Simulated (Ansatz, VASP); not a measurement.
AgCl: VASP beside Ansatz

```
Ag Cl
1.0
     1.87091   -5.55660    0.00000
     1.87091    5.55660    0.00000
     0.00000    0.00000    4.04176
Ag Cl
2 2
Direct
  0.39656 0.60344 0.75000
  0.60344 0.39656 0.25000
  0.86545 0.13455 0.25000
  0.13455 0.86545 0.75000
```

Change from the starting cell: zz strain of +3 %, PAW files.

Alike in both runs: task electric field gradients; functional PBEsol; k mesh 9 × 9 × 8; occupations fermi-dirac, width 0.03 eV; no spin polarisation.

|  | VASP | Ansatz |
| --- | --- | --- |
| version | VASP 6.6.1 | Ansatz 0.2.0 |
| potentials or method | VASP PAW PBE potentials, release 64 (Ag, Cl) | PAW with Ansatz's default frozen-core files, scalar-relativistic |
| plane-wave cutoff (eV) | 520 | 420 |
| valence electrons in the cell | 36 | 52 |

Ansatz gave:

- pressure (GPa): -4.3
- traceless stress, the component that is largest in VASP (GPa): 0.91
- rms of the force components (eV/Å): 0.023
- size of Vzz on the site where it differs most (V/Å²): 39.1

What did VASP give for the same quantities?

Pressure (GPa): -4.4; traceless stress, the component that is largest in VASP (GPa): 0.93; rms of the force components (eV/Å): 0.024; size of Vzz on the site where it differs most (V/Å²): 41.6.

VASP's potentials were made for PBE, not for PBEsol. Atom by atom the forces differ by 0.001 eV/Å (rms over components). The functional is the same, so the differences come from potentials, cutoffs and numerics. VASP's potentials hold 36 valence electrons a cell and Ansatz's 52, so a difference there can come from the potentials and not from the codes.
